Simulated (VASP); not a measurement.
# Be (I4/mmm) in VASP: notebook, part 2 of 3

VASP 6.6.1. Earlier steps stand in the parts before.

## (4) Single point, PBEsol (strain +0.030 along x and y, +0.000 along z)

Input file INCAR:

```
SYSTEM = Be
PREC     = Accurate       ! precision mode
ENCUT    = 520            ! plane-wave cutoff, eV
EDIFF    = 1E-7           ! SCF threshold, eV
ISMEAR   = 0              ! smearing method
SIGMA    = 0.15           ! smearing width, eV
LREAL    = .FALSE.        ! projectors in reciprocal space
LASPH    = .TRUE.         ! aspherical terms in the spheres
NELM     = 60             ! most SCF steps
ALGO     = Fast           ! electronic algorithm
ISIF     = 2              ! what is computed and relaxed
LWAVE    = .FALSE.        ! write WAVECAR
LCHARG   = .TRUE.         ! write CHGCAR
GGA      = PS             ! functional
LELF     = .TRUE.         ! ELF
LVHAR    = .TRUE.       
NBANDS   = 7              ! bands
```

Input file KPOINTS:

```
Automatic mesh
0
G
  26 26 26
  0 0 0
```

Input file POSCAR:

```
Be
1.0
   -1.2907145798      1.2907145798      1.2531209513
    1.2907145798     -1.2907145798      1.2531209513
    1.2907145798      1.2907145798     -1.2531209513
Be
1
Direct
    0.0000000000      0.0000000000      0.0000000000
```

Potentials or basis: VASP PAW PBE potentials, release 64 (Be).

On the command line:

```bash
$ cat potpaw_PBE.64/Be/POTCAR > POTCAR
$ mpirun -np 1 vasp_std > vasp.out
```

OUTCAR:

```text
SYSTEM = Be
   PREC = Accurate
   ENCUT = 520
   EDIFF = 1E-7
   ISMEAR = 0
   LREAL = .FALSE.
   LASPH = .TRUE.
   NELM = 60
   ISIF = 2
   GGA = PS

 ion  position               nearest neighbor table
   1  0.000  0.000  0.000-

  LATTYP: Found a body centered tetragonal cell.
 ALAT       =     2.5814291596
 C/A-ratio  =     0.9708737864

  Lattice vectors:

 A1 = (  -1.2907145798,   1.2907145798,   1.2531209513)
 A2 = (   1.2907145798,  -1.2907145798,   1.2531209513)
 A3 = (   1.2907145798,   1.2907145798,  -1.2531209513)

Analysis of symmetry for initial positions (statically):
=====================================================================
 Subroutine PRICEL returns:
 Original cell was already a primitive cell.

 Routine SETGRP: Setting up the symmetry group for a
 body centered tetragonal supercell.

 Subroutine GETGRP returns: Found 16 space group operations
 (whereof 16 operations were pure point group operations)
 out of a pool of 16 trial point group operations.

The static configuration has the point symmetry D_4h.

Analysis of symmetry for dynamics (positions and initial velocities):
=====================================================================
 Subroutine PRICEL returns:
 Original cell was already a primitive cell.

 Routine SETGRP: Setting up the symmetry group for a
 body centered tetragonal supercell.

 Subroutine GETGRP returns: Found 16 space group operations
 (whereof 16 operations were pure point group operations)
 out of a pool of 16 trial point group operations.

The dynamic configuration has the point symmetry D_4h.

 Subroutine INISYM returns: Found 16 space group operations
 (whereof 16 operations are pure point group operations),
 and found     1 'primitive' translations

----------------------------------------------------------------------------------------

                                     Primitive cell

  volume of cell :       8.3505

  direct lattice vectors                    reciprocal lattice vectors
    -1.290714580  1.290714580  1.253120951     0.000000000  0.387382314  0.399003783
     1.290714580 -1.290714580  1.253120951     0.387382314  0.000000000  0.399003783
     1.290714580  1.290714580 -1.253120951     0.387382314  0.387382314  0.000000000

  length of vectors
     2.214091320  2.214091320  2.214091320     0.556119659  0.556119659  0.547841322

  position of ions in fractional coordinates (direct lattice)
     0.000000000  0.000000000  0.000000000

  ion indices of the primitive-cell ions
   primitive index   ion index
                 1           1

----------------------------------------------------------------------------------------

 KPOINTS: Automatic mesh

Automatic generation of k-mesh.
 Grid dimensions read from file:
 generate k-points for:   26   26   26

 Generating k-lattice:

  Cartesian coordinates                     Fractional coordinates (reciprocal lattice)
     0.000000000  0.014899320  0.015346299     0.038461538  0.000000000  0.000000000
     0.014899320  0.000000000  0.015346299     0.000000000  0.038461538  0.000000000
     0.014899320  0.014899320  0.000000000     0.000000000  0.000000000  0.038461538

  Length of vectors
     0.021389218  0.021389218  0.021070820

  Shift w.r.t. Gamma in fractional coordinates (k-lattice)
     0.000000000  0.000000000  0.000000000

 Subroutine IBZKPT returns following result:
 ===========================================

 Found   1330 irreducible k-points:

 Following reciprocal coordinates:
            Coordinates               Weight
  0.000000  0.000000  0.000000      1.000000
  0.038462 -0.000000  0.000000      8.000000
  0.076923 -0.000000  0.000000      8.000000
  0.115385  0.000000 -0.000000      8.000000
  0.153846  0.000000  0.000000      8.000000
  0.192308  0.000000 -0.000000      8.000000
[... 16 lines left out ...]
  0.346154  0.038462  0.000000     16.000000
  0.384615  0.038462  0.000000     16.000000
 [... further k-points ...]
   k-points           NKPTS =   1330   k-points in BZ     NKDIM =   1330   number of bands    NBANDS=      7
   number of dos      NEDOS =    301   number of ions     NIONS =      1
   total plane-waves  NPLWV =   4096
   dimension x,y,z NGX =    16 NGY =   16 NGZ =   16
   dimension x,y,z NGXF=    32 NGYF=   32 NGZF=   32
   ions per type =               1
   NGX,Y,Z   is equivalent  to a cutoff of  12.01, 12.01, 12.01 a.u.
   NGXF,Y,Z  is equivalent  to a cutoff of  24.03, 24.03, 24.03 a.u.
 SYSTEM =  Be
   PREC   = accura    normal or accurate (medium, high low for compatibility)
   ISTART =      0    job   : 0-new  1-cont  2-samecut
   ICHARG =      2    charge: 1-file 2-atom 10-const
   ISPIN  =      1    spin polarized calculation?
   LNONCOLLINEAR =      F non collinear calculations
   LSORBIT =      F    spin-orbit coupling
   LASPH  =      T    aspherical Exc in radial PAW
   ENCUT  =  520.0 eV  38.22 Ry    6.18 a.u.   4.12  4.12  4.12*2*pi/ulx,y,z
   NELM   =     60;   NELMIN=  2; NELMDL= -5     # of ELM steps
   EDIFF  = 0.1E-06   stopping-criterion for ELM
   LREAL  =      F    real-space projection
   EDIFFG = 0.1E-05   stopping-criterion for IOM
   NSW    =      0    number of steps for IOM
   IBRION =     -1    ionic relax: 0-MD 1-quasi-New 2-CG
   NFREE  =      0    steps in history (QN), initial steepest desc. (CG)
   ISIF   =      2    stress and relaxation
   ISYM   =      2    0-nonsym 1-usesym 2-fastsym
   POTIM  = 0.5000    time-step for ionic-motion
   TEBEG  =    0.0;   TEEND  =   0.0 temperature during run
   PSTRESS=    0.0 pullay stress
   NELECT =       2.0000    total number of electrons
   NUPDOWN=      -1.0000    fix difference up-down
   EMIN   =  10.00;   EMAX   =-10.00  energy-range for DOS
   EFERMI =   0.00;   METHOD = LEGACY
   ISMEAR =     0;   SIGMA  =   0.15  broadening in eV -4-tet -1-fermi 0-gaus
   EFERMI_NEDOS =   21; number of points for ismear=-14 and -15
   IALGO  =     68    algorithm
   IMIX   =      4    mixing-type and parameters
     AMIX     =   0.40;   BMIX     =  1.00
     AMIX_MAG =   1.60;   BMIX_MAG =  1.00
  volume/ion in A,a.u.               =       8.35        56.35
  Fermi-wavevector in a.u.,A,eV,Ry     =   1.016671  1.921229 14.063248  1.033620
  Thomas-Fermi vector in A             =   2.150028
   LORBIT       =      0    0 simple, 1 ext, 2 COOP (PROOUT), +10 PAW based schemes
   GGA     = PS    functional components
   LHFCALC =     F    Hartree Fock is set to
   AEXX    =    0.0000 exact exchange contribution
   IVDW    =     0    specifies the selected vdW correction
   LEPSILON=     F    determine dielectric tensor
   LRPA    =     F    only Hartree local field effects (RPA)
 non-spin polarized calculation
 RMM-DIIS sequential band-by-band and
 Gauss-broadening in eV      SIGMA  =   0.15
  energy-cutoff  :      520.00
  volume of cell :        8.35
 maximum number of plane-waves:       238
   NGX =  9   NGY =  9   NGZ =  9

 number of electron       2.0000000 magnetization

 Free energy of the ion-electron system (eV)
  ---------------------------------------------------
  ext. energy  EPLUGINS =         0.00000000
  ---------------------------------------------------
  free energy    TOTEN  =        -3.88531456 eV

  energy without entropy =       -3.88363565  energy(sigma->0) =       -3.88447511

 E-fermi :   7.3999     XC(G=0): -10.4358

 val. band max:        7.3911284078   @ k =   0.3462   0.3462   0.0769
 cond. band min:       7.4064884834   @ k =   0.5000   0.5000   0.0385
 fundamental gap:      0.0153600756
 Fermi energy:         7.3999062897

 k-point     1 :       0.0000    0.0000    0.0000
  band No.  band energies     occupation
      1      -4.4681      2.00000
      2      25.7423      0.00000
      3      25.7423      0.00000
      4      26.0117      0.00000
      5      36.1390      0.00000
      6      37.4171      0.00000
      7      37.4171      0.00000
[... 221 lines left out ...]
 k-point    24 :       0.3846    0.0385    0.0000
  band No.  band energies     occupation
      1       1.0237      2.00000
      2      10.0069      0.00000
      3      19.1134      0.00000
      4      21.7503      0.00000
      5      27.7092      0.00000
      6      32.0321      0.00000
      7      40.7503      0.00000

 [... further k-points ...]

------------------------ aborting loop because EDIFF is reached ----------------------------------------

  FORCE on cell =-STRESS in cart. coord.  units (eV):
  Direction    XX          YY          ZZ          XY          YZ          ZX
  --------------------------------------------------------------------------------------
  -------------------------------------------------------------------------------------
  Total       -0.4370170     -0.4370170     -0.3521915      0.0000000     -0.0000000      0.0000000
  in kB      -83.8485354    -83.8485354    -67.5734382      0.0000000     -0.0000000      0.0000000
  external PRESSURE =     -78.4235030 kB  Pullay stress =       0.0000000 kB

 VOLUME and BASIS-vectors are now :
 -----------------------------------------------------------------------------
  energy-cutoff  :      520.00
  volume of cell :        8.35
      direct lattice vectors                 reciprocal lattice vectors
    -1.290714580  1.290714580  1.253120951     0.000000000  0.387382314  0.399003783
     1.290714580 -1.290714580  1.253120951     0.387382314  0.000000000  0.399003783
     1.290714580  1.290714580 -1.253120951     0.387382314  0.387382314  0.000000000

 POSITION                                       TOTAL-FORCE (eV/Angst)
 -----------------------------------------------------------------------------------
      0.00000      0.00000      0.00000        -0.000000      0.000000     -0.000000
 -----------------------------------------------------------------------------------
    total drift:                               -0.000000     -0.000000      0.000000

  FREE ENERGIE OF THE ION-ELECTRON SYSTEM (eV)
  ---------------------------------------------------
  free  energy   TOTEN  =        -3.8853145639 eV

  energy  without entropy=       -3.8836356479  energy(sigma->0) =       -3.88447511
```

Wall time 42 s (1 thread of Intel Xeon 8259CL, shared host); peak memory 0.18 GiB.

Results:

* Free energy: -3.8853 eV
* Pressure: -7.8 GPa
* Band gap on the k mesh: zero (bands 1 and 2 overlap by 4.57 eV)

Caveat: the cell differs from its parent crystal (strain +0.030 along x and y, +0.000 along z); the cell stands under tension; the PAW data sets were made with another functional, which shifts forces and pressure a little.

## (5) Single point, PBEsol (strain +0.015 along x and y, +0.030 along z)

Input file INCAR:

```
  ALGO = Normal
  EDIFF = 1E-6
  ENCUT = 520
  GGA = PS
  ISIF = 2
  ISMEAR = 0
  LASPH = True
  LCHARG = False
  LREAL = False
  LWAVE = False
  NBANDS = 7
  NELM = 80
  PREC = Accurate
  SIGMA = 0.15
```

Input file KPOINTS:

```
k-points
0
Gamma
  26 26 26
```

Input file POSCAR:

```
Be
1.0
   -1.2719177656      1.2719177656      1.2907145798
    1.2719177656     -1.2719177656      1.2907145798
    1.2719177656      1.2719177656     -1.2907145798
Be
1
Direct
    0.0000000000      0.0000000000      0.0000000000
```

Potentials or basis: VASP PAW PBE potentials, release 64 (Be).

On the command line:

```bash
$ cat potpaw_PBE.64/Be/POTCAR > POTCAR
$ mpirun -np 1 vasp_std > vasp.out
```

OUTCAR:

```text
EDIFF = 1E-6
   ENCUT = 520
   GGA = PS
   ISIF = 2
   ISMEAR = 0
   LASPH = True
   LREAL = False
   NELM = 80
   PREC = Accurate

 ion  position               nearest neighbor table
   1  0.000  0.000  0.000-

  LATTYP: Found a body centered tetragonal cell.
 ALAT       =     2.5438355312
 C/A-ratio  =     1.0147783251

  Lattice vectors:

 A1 = (  -1.2719177656,   1.2719177656,   1.2907145798)
 A2 = (   1.2719177656,  -1.2719177656,   1.2907145798)
 A3 = (   1.2719177656,   1.2719177656,  -1.2907145798)

Analysis of symmetry for initial positions (statically):
=====================================================================
 Subroutine PRICEL returns:
 Original cell was already a primitive cell.

 Routine SETGRP: Setting up the symmetry group for a
 body centered tetragonal supercell.

 Subroutine GETGRP returns: Found 16 space group operations
 (whereof 16 operations were pure point group operations)
 out of a pool of 16 trial point group operations.

The static configuration has the point symmetry D_4h.

Analysis of symmetry for dynamics (positions and initial velocities):
[... 156 lines left out ...]

 E-fermi :   7.3995     XC(G=0): -10.4351

 val. band max:        7.3994255130   @ k =   0.3462   0.2692   0.0000
 cond. band min:       7.4157495507   @ k =   0.3846   0.3462  -0.0000
 fundamental gap:      0.0163240377
 Fermi energy:         7.3994819312

 k-point     1 :       0.0000    0.0000    0.0000
  band No.  band energies     occupation
      1      -4.4686      2.00000
      2      25.7632      0.00000
      3      25.8688      0.00000
      4      25.8688      0.00000
      5      36.7628      0.00000
      6      36.7628      0.00000
      7      37.3859      0.00000
[... 221 lines left out ...]
 k-point    24 :       0.3846    0.0385    0.0000
  band No.  band energies     occupation
      1       0.9182      2.00000
      2       9.8077      0.00000
      3      19.3763      0.00000
      4      22.1809      0.00000
      5      28.2440      0.00000
      6      32.3711      0.00000
      7      40.6041      0.00000

 [... further k-points ...]

------------------------ aborting loop because EDIFF is reached ----------------------------------------

  FORCE on cell =-STRESS in cart. coord.  units (eV):
  Direction    XX          YY          ZZ          XY          YZ          ZX
  --------------------------------------------------------------------------------------
  -------------------------------------------------------------------------------------
  Total       -0.3890310     -0.3890310     -0.4761948      0.0000000     -0.0000000      0.0000000
  in kB      -74.6253686    -74.6253686    -91.3454621      0.0000000     -0.0000000      0.0000000
  external PRESSURE =     -80.1987331 kB  Pullay stress =       0.0000000 kB

 VOLUME and BASIS-vectors are now :
 -----------------------------------------------------------------------------
  energy-cutoff  :      520.00
  volume of cell :        8.35
      direct lattice vectors                 reciprocal lattice vectors
    -1.271917766  1.271917766  1.290714580     0.000000000  0.393107175  0.387382314
     1.271917766 -1.271917766  1.290714580     0.393107175  0.000000000  0.387382314
     1.271917766  1.271917766 -1.290714580     0.393107175  0.393107175  0.000000000

 POSITION                                       TOTAL-FORCE (eV/Angst)
 -----------------------------------------------------------------------------------
      0.00000      0.00000      0.00000         0.000000     -0.000000      0.000000
 -----------------------------------------------------------------------------------
    total drift:                               -0.000000      0.000000     -0.000000

  FREE ENERGIE OF THE ION-ELECTRON SYSTEM (eV)
  ---------------------------------------------------
  free  energy   TOTEN  =        -3.8861307735 eV

  energy  without entropy=       -3.8851321487  energy(sigma->0) =       -3.88563146
```

stdout:

```text
POSCAR found type information on POSCAR Be
 POSCAR found :  1 types and       1 ions
 scaLAPACK will be used
 -----------------------------------------------------------------------------
|                                                                             |
|                                                                             |
|     You enforced a specific xc type in the INCAR file but a different       |
|     I HOPE YOU KNOW WHAT YOU ARE DOING!                                     |
|                                                                             |
 -----------------------------------------------------------------------------

 LDA part: xc-table for (Slater+PW92), standard interpolation
 POSCAR, INCAR and KPOINTS ok, starting setup
 FFT: planning ... GRIDC
 FFT: planning ... GRID_SOFT
 FFT: planning ... GRID
 WAVECAR not read
 entering main loop
```

Run time: 34 s. Hardware: 1 thread of Intel Xeon 8259CL, shared host; peak memory 0.17 GiB.

Results:

- Free energy: -3.8861 eV
- Pressure: -8.0 GPa
- Band gap on the k mesh: zero (bands 1 and 2 overlap by 4.68 eV)

Stress tensor (GPa, compression positive):
```
-7.46  0.00  0.00
 0.00 -7.46  0.00
 0.00  0.00 -9.13
```

Caveat: the cell differs from its parent crystal (strain +0.015 along x and y, +0.030 along z); the cell stands under tension; the PAW data sets were made with another functional, which shifts forces and pressure a little.

(Part 2 of 3 ends here.)

The gap in the log of VASP goes by the Fermi energy; the results here count the filled bands.